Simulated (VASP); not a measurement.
# SiC (P6_3mc) in VASP: further runs, part 2 of 2

VASP 6.6.1. Earlier steps stand in the parts before.

## Step 4: Relaxation of cell and atoms, r2SCAN, target pressure 15 GPa, at which the enthalpy is minimised

Contents of POSCAR:

```
SiC
1.0
    3.0753356298      0.0000000000      0.0000000000
   -1.5376678149      2.6633187805      0.0000000000
    0.0000000000      0.0000000000      5.0482216486
Si C
2 2
Direct
    0.3333333333      0.6666666667      0.0045987975
    0.6666666667      0.3333333333      0.5045987975
    0.3333333333      0.6666666667      0.3804012025
    0.6666666667      0.3333333333      0.8804012025
```

Contents of INCAR.step1:

```
ALGO = Normal
EDIFF = 1E-4
ENCUT = 600
GGA = PE
ISMEAR = 0
LASPH = T
LCHARG = F
LREAL = F
LWAVE = T
NELM = 60
PREC = Accurate
SIGMA = 0.01
```

Contents of INCAR.step2:

```
ALGO = Normal
EDIFF = 1E-6
EDIFFG = -0.002
ENCUT = 600
IBRION = 2
ISIF = 3
ISMEAR = 0
ISTART = 1
LASPH = T
LCHARG = F
LMIXTAU = T
LREAL = F
LWAVE = F
METAGGA = R2SCAN
NELM = 60
NSW = 100
PREC = Accurate
PSTRESS = 150.0
SIGMA = 0.01
```

Contents of KPOINTS:

```
k-points
0
Gamma
  8 8 6
```

Potentials or basis: VASP PAW PBE potentials, release 64 (Si, C).

The run is started by

```sh
$ cat potpaw_PBE.64/Si/POTCAR potpaw_PBE.64/C/POTCAR > POTCAR
$ cp INCAR.step1 INCAR
$ mpirun -np 1 vasp_std > vasp.out
$ cp INCAR.step2 INCAR
$ mpirun -np 1 vasp_std > vasp.out
```

OUTCAR:

```text
EDIFF = 1E-6
   EDIFFG = -0.002
   ENCUT = 600
   IBRION = 2
   ISIF = 3
   ISMEAR = 0
   ISTART = 1
   LASPH = T
   LREAL = F
   METAGGA = R2SCAN
   NELM = 60
   NSW = 100
   PREC = Accurate
   PSTRESS = 150.0

 ion  position               nearest neighbor table
   1  0.333  0.667  0.005-   4 1.88   4 1.88   4 1.88   3 1.90   2 3.09   2 3.09   2 3.09   2 3.09
                             2 3.09   2 3.09
   2  0.667  0.333  0.505-   3 1.88   3 1.88   3 1.88   4 1.90   1 3.09   1 3.09   1 3.09   1 3.09
                             1 3.09   1 3.09
   3  0.333  0.667  0.380-   2 1.88   2 1.88   2 1.88   1 1.90
   4  0.667  0.333  0.880-   1 1.88   1 1.88   1 1.88   2 1.90

  LATTYP: Found a hexagonal cell.
 ALAT       =     3.0753356298
 C/A-ratio  =     1.6415189288

  Lattice vectors:

 A1 = (   3.0753356298,   0.0000000000,   0.0000000000)
 A2 = (  -1.5376678149,   2.6633187805,   0.0000000000)
 A3 = (   0.0000000000,   0.0000000000,   5.0482216486)

Analysis of symmetry for initial positions (statically):
=====================================================================
 Subroutine PRICEL returns:
 Original cell was already a primitive cell.

 Routine SETGRP: Setting up the symmetry group for a
 hexagonal supercell.

 Subroutine GETGRP returns: Found 12 space group operations
 (whereof  6 operations were pure point group operations)
 out of a pool of 24 trial point group operations.

The static configuration has the point symmetry C_3v.
 The point group associated with its full space group is C_6v.

Analysis of symmetry for dynamics (positions and initial velocities):
=====================================================================
 Subroutine PRICEL returns:
 Original cell was already a primitive cell.

 Routine SETGRP: Setting up the symmetry group for a
 hexagonal supercell.

 Subroutine GETGRP returns: Found 12 space group operations
 (whereof  6 operations were pure point group operations)
 out of a pool of 24 trial point group operations.

The dynamic configuration has the point symmetry C_3v.
 The point group associated with its full space group is C_6v.

 Subroutine INISYM returns: Found 12 space group operations
 (whereof  6 operations are pure point group operations),
 and found     1 'primitive' translations

----------------------------------------------------------------------------------------

                                     Primitive cell

  volume of cell :      41.3480

  direct lattice vectors                    reciprocal lattice vectors
     3.075335630  0.000000000  0.000000000     0.325167761  0.187735694  0.000000000
    -1.537667815  2.663318781  0.000000000     0.000000000  0.375471388  0.000000000
     0.000000000  0.000000000  5.048221649     0.000000000  0.000000000  0.198089559

  length of vectors
     3.075335630  3.075335630  5.048221649     0.375471388  0.375471388  0.198089559

  position of ions in fractional coordinates (direct lattice)
     0.333333333  0.666666667  0.004598798
     0.666666667  0.333333333  0.504598798
     0.333333333  0.666666667  0.380401203
     0.666666667  0.333333333  0.880401203

  ion indices of the primitive-cell ions
   primitive index   ion index
                 1           1
                 2           2
                 3           3
                 4           4

----------------------------------------------------------------------------------------

 KPOINTS: k-points
[... 74 lines left out ...]
   ISIF   =      3    stress and relaxation
   ISYM   =      2    0-nonsym 1-usesym 2-fastsym
   POTIM  = 0.5000    time-step for ionic-motion
   TEBEG  =    0.0;   TEEND  =   0.0 temperature during run
   PSTRESS=  150.0 pullay stress
   NELECT =      16.0000    total number of electrons
   NUPDOWN=      -1.0000    fix difference up-down
   EMIN   =  10.00;   EMAX   =-10.00  energy-range for DOS
   EFERMI =   0.00;   METHOD = LEGACY
   ISMEAR =     0;   SIGMA  =   0.01  broadening in eV -4-tet -1-fermi 0-gaus
   EFERMI_NEDOS =   21; number of points for ismear=-14 and -15
   IALGO  =     38    algorithm
   IMIX   =      4    mixing-type and parameters
     AMIX     =   0.40;   BMIX     =  1.00
     AMIX_MAG =   1.60;   BMIX_MAG =  1.00
  volume/ion in A,a.u.               =      10.34        69.76
  Fermi-wavevector in a.u.,A,eV,Ry     =   1.192972  2.254390 19.363559  1.423181
  Thomas-Fermi vector in A             =   2.328997
   LORBIT       =      0    0 simple, 1 ext, 2 COOP (PROOUT), +10 PAW based schemes
   METAGGA = R2SCAN    functional components
   LHFCALC =     F    Hartree Fock is set to
   AEXX    =    0.0000 exact exchange contribution
   IVDW    =     0    specifies the selected vdW correction
   LEPSILON=     F    determine dielectric tensor
   LRPA    =     F    only Hartree local field effects (RPA)
 conjugate gradient relaxation of ions
 non-spin polarized calculation
 Gauss-broadening in eV      SIGMA  =   0.01
  energy-cutoff  :      600.00
  volume of cell :       41.35
 maximum number of plane-waves:      1392
 NGX is ok and might be reduce to    28
   NGX = 13   NGY = 13   NGZ = 21

--------------------------------------- Ionic step        1  -------------------------------------------

 number of electron      16.0000000 magnetization

 Free energy of the ion-electron system (eV)
  ---------------------------------------------------
  ext. energy  EPLUGINS =         0.00000000
  ---------------------------------------------------
  free energy    TOTEN  =       -38.64086824 eV

  energy without entropy =      -38.64086824  energy(sigma->0) =      -38.64086824

------------------------ aborting loop because EDIFF is reached ----------------------------------------

  FORCE on cell =-STRESS in cart. coord.  units (eV):
  Direction    XX          YY          ZZ          XY          YZ          ZX
  --------------------------------------------------------------------------------------
  -------------------------------------------------------------------------------------
  Total       -0.0924935     -0.0924935     -0.0914427     -0.0000000      0.0000000      0.0000000
  in kB       -3.5839991     -3.5839991     -3.5432816     -0.0000000      0.0000000      0.0000000
  external PRESSURE =    -153.5704266 kB  Pullay stress =     150.0000000 kB
[... 103 lines left out ...]
  energy  without entropy=      -38.5404199011  energy(sigma->0) =      -38.54041990

  enthalpy is  TOTEN    =       -34.8914354909 eV   P V=        3.6489844102

[... ionic steps 4 to 8 ...]

--------------------------------------- Ionic step        9  -------------------------------------------

 number of electron      15.9999999 magnetization

------------------------ aborting loop because EDIFF is reached ----------------------------------------
[... 75 lines left out ...]
--------------------------------------- Ionic step       11  -------------------------------------------

 number of electron      15.9999999 magnetization

 Free energy of the ion-electron system (eV)
  ---------------------------------------------------
  ext. energy  EPLUGINS =         0.00000000
  ---------------------------------------------------
  free energy    TOTEN  =       -38.53598717 eV

  energy without entropy =      -38.53598717  energy(sigma->0) =      -38.53598717

 E-fermi :   8.8875     XC(G=0): -12.2009

 val. band max:        8.8396520555   @ k =   0.0000   0.0000   0.0000
 cond. band min:      11.6873257791   @ k =   0.3750   0.2500   0.0000
 fundamental gap:      2.8476737236
 Fermi energy:         8.8874620866

 k-point     1 :       0.0000    0.0000    0.0000
  band No.  band energies     occupation
      1      -8.0107      2.00000
      2      -4.1470      2.00000
      3      -0.5038      2.00000
      4       7.4240      2.00000
      5       7.4240      2.00000
      6       8.7280      2.00000
      7       8.8397      2.00000
      8       8.8397      2.00000
      9      14.7678      0.00000
     10      16.2990      0.00000
     11      16.4253      0.00000
     12      16.4253      0.00000
[... 331 lines left out ...]
 k-point    24 :       0.3750    0.0000    0.3333
  band No.  band energies     occupation
      1      -4.9937      2.00000
      2      -3.5956      2.00000
      3       0.7632      2.00000
      4       2.0908      2.00000
      5       4.5193      2.00000
      6       5.9061      2.00000
      7       6.9293      2.00000
      8       7.0046      2.00000
      9      12.5876      0.00000
     10      13.4524      0.00000
     11      15.4584      0.00000
     12      17.1074      0.00000

 [... further k-points ...]

------------------------ aborting loop because EDIFF is reached ----------------------------------------

  FORCE on cell =-STRESS in cart. coord.  units (eV):
  Direction    XX          YY          ZZ          XY          YZ          ZX
  --------------------------------------------------------------------------------------
  -------------------------------------------------------------------------------------
  Total        3.6409360      3.6409360      3.6366213     -0.0000000     -0.0000000      0.0000000
  in kB      149.8548412    149.8548412    149.6772541     -0.0000000     -0.0000000      0.0000000
  external PRESSURE =      -0.2043545 kB  Pullay stress =     150.0000000 kB
[... 23 lines left out ...]
  energy  without entropy=      -38.5359871724  energy(sigma->0) =      -38.53598717

  enthalpy is  TOTEN    =       -34.8915243407 eV   P V=        3.6444628316

 reached required accuracy - stopping structural energy minimisation
```

Wall time 8.1 min (1 thread of AMD EPYC 9R45 (Zen 5), shared host); peak memory 0.14 GiB.

Results:

| Quantity | Value |
| --- | --- |
| Free energy | -38.5360 eV |
| Relaxed volume | 9.73 Å³/atom |
| Relaxed cell | a = 3.015 Å, b = 3.015 Å, c = 4.946 Å, α = 90.00°, β = 90.00°, γ = 120.00° |
| Space group after relaxing (to 0.05 Å) | P6_3mc (No. 186) |
| Energy change on relaxing (the enthalpy is what falls) | +26.2 meV/atom |
| Ionic steps | 11 |
| Pressure after relaxing | 15.0 GPa |
| Band gap on the k mesh | 2.85 eV, indirect (least direct gap 4.62 eV) |

The path:
```
step  energy change (eV)  largest force (eV/Å)  pressure (GPa)  volume (Å³)
   1              0.0000                0.0010           -0.36        41.35
   2              0.6774                0.0247           43.72        35.70
   3              0.1004                0.0095           14.61        38.98
   4              0.1050                0.0098           14.99        38.93
   5              0.1095                0.0100           15.34        38.88
   6              0.0999                0.0246           14.59        38.98
   7              0.1053                0.0048           15.02        38.92
   8              0.1052                0.0052           15.00        38.92
   9              0.1051                0.0056           15.00        38.93
  10              0.1048                0.0014           14.98        38.93
  11              0.1049                0.0001           14.98        38.93
```

Final structure:
```cif
data_structure
_symmetry_space_group_name_H-M 'P 1'
_symmetry_Int_Tables_number 1
_cell_length_a 3.0147
_cell_length_b 3.0147
_cell_length_c 4.9456
_cell_angle_alpha 90.000
_cell_angle_beta 90.000
_cell_angle_gamma 120.000
_cell_volume 38.93
loop_
_atom_site_label
_atom_site_type_symbol
_atom_site_fract_x
_atom_site_fract_y
_atom_site_fract_z
_atom_site_occupancy
Si1 Si 0.33333 0.66667 0.00460 1
Si2 Si 0.66667 0.33333 0.50460 1
C1 C 0.33333 0.66667 0.38040 1
C2 C 0.66667 0.33333 0.88040 1
```

Caveat: the cell is relaxed towards a set pressure, so the enthalpy falls and the energy may rise; the PAW data sets were made with another functional, which shifts forces and pressure a little. A k mesh can miss the band edges.

## Step 5: Single point, r2SCAN

This run uses another cell than the first one, of 9.75 Å³/atom, 0.943 times its volume.

Contents of POSCAR:

```
SiC
1.0
    3.0162587398      0.0000000000      0.0000000000
   -1.5081293699      2.6121566930      0.0000000000
    0.0000000000      0.0000000000      4.9482757156
Si C
2 2
Direct
    0.3333333333      0.6666666667      0.0046154720
    0.6666666667      0.3333333333      0.5046154720
    0.3333333333      0.6666666667      0.3803845280
    0.6666666667      0.3333333333      0.8803845280
```

Contents of INCAR.step1:

```
SYSTEM = SiC
PREC = Accurate
ENCUT = 520
ISMEAR = 0
SIGMA = 0.01
LREAL = .FALSE.
LASPH = .TRUE.
NELM = 100
NBANDS = 16
GGA = PE
ALGO = Normal
EDIFF = 1E-4
LWAVE = .TRUE.
LCHARG = .FALSE.
```

Contents of INCAR.step2:

```
SYSTEM = SiC
PREC = Accurate
ENCUT = 520
EDIFF = 1E-7
ISMEAR = 0
SIGMA = 0.01
LREAL = .FALSE.
LASPH = .TRUE.
NELM = 100
ALGO = Normal
ISIF = 2
LWAVE = .FALSE.
LCHARG = .FALSE.
METAGGA = R2SCAN
LMIXTAU = .TRUE.
NBANDS = 16
ISTART = 1
```

Contents of KPOINTS:

```
regular mesh
0
G
  8 8 6
  0 0 0
```

The run is started by

```sh
$ cat potpaw_PBE.64/Si/POTCAR potpaw_PBE.64/C/POTCAR > POTCAR
$ cp INCAR.step1 INCAR
$ mpirun -np 1 vasp_std > vasp.out
$ cp INCAR.step2 INCAR
$ mpirun -np 1 vasp_std > vasp.out
```

It took 63 s on 1 thread of Intel Xeon Platinum 8488C (Sapphire Rapids), shared host; peak memory 0.17 GiB.

The run converged. Its results:

- Free energy: -38.5338 eV
- Pressure: 14.8 GPa
- Band gap on the k mesh: 2.85 eV, indirect (least direct gap 4.62 eV)

Forces on the atoms (eV/Å):
```
Si   0.000  0.000 -0.002
Si   0.000  0.000 -0.002
C    0.000  0.000  0.002
C    0.000  0.000  0.002
```

Levels at points of the mesh, in eV from the valence-band top:
```csv
k point,band 6,band 7,band 8,band 9,band 10,band 11
"(0.00, 0.00, 0.00)",-0.11,0.00,0.00,5.91,7.44,7.57
"(0.50, 0.00, 0.00)",-3.60,-3.53,-1.27,3.35,4.74,7.90
"(0.00, 0.00, 0.50)",-0.76,-0.76,-0.76,7.04,7.04,8.24
"(0.50, 0.00, 0.50)",-2.64,-2.50,-2.50,3.87,3.87,6.08
```

Caveat: the PAW data sets were made with another functional, which shifts forces and pressure a little. A k mesh can miss the band edges.

## Step 6: Single point, r2SCAN

This run uses another cell than the first one, of 9.93 Å³/atom, 0.960 times its volume.

Contents of POSCAR:

```
SiC
1.0
    3.0344049466      0.0000000000      0.0000000000
   -1.5172024733      2.6278717692      0.0000000000
    0.0000000000      0.0000000000      4.9790021654
Si C
2 2
Direct
    0.3333333333      0.6666666667      0.0046122788
    0.6666666667      0.3333333333      0.5046122788
    0.3333333333      0.6666666667      0.3803877212
    0.6666666667      0.3333333333      0.8803877212
```

Contents of INCAR.step1:

```
PREC = Accurate ; ENCUT = 520
ISMEAR = 0 ; SIGMA = 0.01
LREAL = False ; LASPH = True
NELM = 60 ; NBANDS = 16
GGA = PE ; ALGO = Normal
EDIFF = 1E-4 ; LWAVE = True
LCHARG = False
```

Contents of INCAR.step2:

```
PREC = Accurate ; ENCUT = 520
EDIFF = 1E-6 ; ISMEAR = 0
SIGMA = 0.01 ; LREAL = False
LASPH = True ; NELM = 60
ALGO = Normal ; ISIF = 2
LWAVE = False ; LCHARG = False
METAGGA = R2SCAN ; LMIXTAU = True
NBANDS = 16 ; ISTART = 1
```

Contents of KPOINTS:

```
regular mesh
0
Gamma
  8 8 6
```

Potentials or basis: VASP PAW PBE potentials, release 64 (Si, C).

The run is started by

```sh
$ cat potpaw_PBE.64/Si/POTCAR potpaw_PBE.64/C/POTCAR > POTCAR
$ cp INCAR.step1 INCAR
$ mpirun -np 1 vasp_std > vasp.out
$ cp INCAR.step2 INCAR
$ mpirun -np 1 vasp_std > vasp.out
```

OUTCAR:

```text
PREC = Accurate
   ENCUT = 520
   EDIFF = 1E-6
   ISMEAR = 0
   LREAL = False
   LASPH = True
   NELM = 60
   ISIF = 2
   METAGGA = R2SCAN
   ISTART = 1

 ion  position               nearest neighbor table
   1  0.333  0.667  0.005-   4 1.86   4 1.86   4 1.86   3 1.87   2 3.04   2 3.04   2 3.04   2 3.04
                             2 3.04   2 3.04
   2  0.667  0.333  0.505-   3 1.86   3 1.86   3 1.86   4 1.87   1 3.04   1 3.04   1 3.04   1 3.04
                             1 3.04   1 3.04
[... 663 lines left out ...]
  --------------------------------------------------------------------------------------
  -------------------------------------------------------------------------------------
  Total        2.4247960      2.4247960      2.4243127      0.0000000      0.0000000      0.0000000
  in kB       97.8511122     97.8511122     97.8316087      0.0000000      0.0000000      0.0000000
  external PRESSURE =      97.8446111 kB  Pullay stress =       0.0000000 kB

 VOLUME and BASIS-vectors are now :
 -----------------------------------------------------------------------------
  energy-cutoff  :      520.00
  volume of cell :       39.70
      direct lattice vectors                 reciprocal lattice vectors
     3.034404947  0.000000000  0.000000000     0.329553905  0.190268036  0.000000000
    -1.517202473  2.627871769  0.000000000     0.000000000  0.380536072  0.000000000
     0.000000000  0.000000000  4.979002165     0.000000000  0.000000000  0.200843456

 POSITION                                       TOTAL-FORCE (eV/Angst)
 -----------------------------------------------------------------------------------
     -0.00000      1.75191      0.02296        -0.000000      0.000000     -0.001496
      1.51720      0.87596      2.51247         0.000000     -0.000000     -0.001496
     -0.00000      1.75191      1.89395         0.000000      0.000000      0.001496
      1.51720      0.87596      4.38345        -0.000000      0.000000      0.001496
 -----------------------------------------------------------------------------------
    total drift:                               -0.000000      0.000000     -0.000210

  FREE ENERGIE OF THE ION-ELECTRON SYSTEM (eV)
  ---------------------------------------------------
  free  energy   TOTEN  =       -38.5887055292 eV

  energy  without entropy=      -38.5887055292  energy(sigma->0) =      -38.58870553
```

It took 64 s on 1 thread of Intel Xeon Platinum 8488C (Sapphire Rapids), shared host; peak memory 0.17 GiB.

Results:

```
Free energy            : -38.5887 eV
Pressure               : 9.8 GPa
Band gap on the k mesh : 2.87 eV, indirect (least direct gap 4.58 eV)
```

Levels at points of the mesh, in eV from the valence-band top:
```csv
k point,band 6,band 7,band 8,band 9,band 10,band 11
"(0.00, 0.00, 0.00)",-0.11,0.00,0.00,5.75,7.24,7.45
"(0.50, 0.00, 0.00)",-3.56,-3.48,-1.27,3.31,4.72,7.80
"(0.00, 0.00, 0.50)",-0.76,-0.76,-0.76,6.87,6.87,8.13
"(0.50, 0.00, 0.50)",-2.62,-2.48,-2.48,3.83,3.83,5.99
```

Caveat: the PAW data sets were made with another functional, which shifts forces and pressure a little.

## Step 7: Overview

```csv
task,cell,k mesh,cutoff (eV),smearing,gap on the mesh (eV),pressure (GPa)
single point,"a = 3.075, b = 3.075, c = 5.048 Å, angles 90.0, 90.0, 120.0°, 4 atoms",16 × 16 × 8,520,fermi-dirac 0.05 eV,2.72,-0.2
relaxation of cell and atoms,"relaxed to 10 GPa from a = 3.075, b = 3.075, c = 5.048 Å, angles 90.0, 90.0, 120.0°, 4 atoms",8 × 8 × 6,600,gaussian 0.01 eV,2.87,10.0
relaxation of cell and atoms,"relaxed to 15 GPa from a = 3.075, b = 3.075, c = 5.048 Å, angles 90.0, 90.0, 120.0°, 4 atoms",8 × 8 × 6,600,gaussian 0.01 eV,2.85,15.0
single point,"a = 3.016, b = 3.016, c = 4.948 Å, angles 90.0, 90.0, 120.0°, 4 atoms",8 × 8 × 6,520,gaussian 0.01 eV,2.85,14.8
single point,"a = 3.034, b = 3.034, c = 4.979 Å, angles 90.0, 90.0, 120.0°, 4 atoms",8 × 8 × 6,520,gaussian 0.01 eV,2.87,9.8
```

Alike in all rows: level r2SCAN; potentials or basis VASP PAW PBE potentials, release 64 (Si, C); no spin polarisation.

Caveats: the PAW data sets were made with another functional, which shifts forces and pressure a little; the cell is relaxed towards a set pressure, so the enthalpy falls and the energy may rise (some runs).

Absolute energies hang on the potentials; compare differences alone.
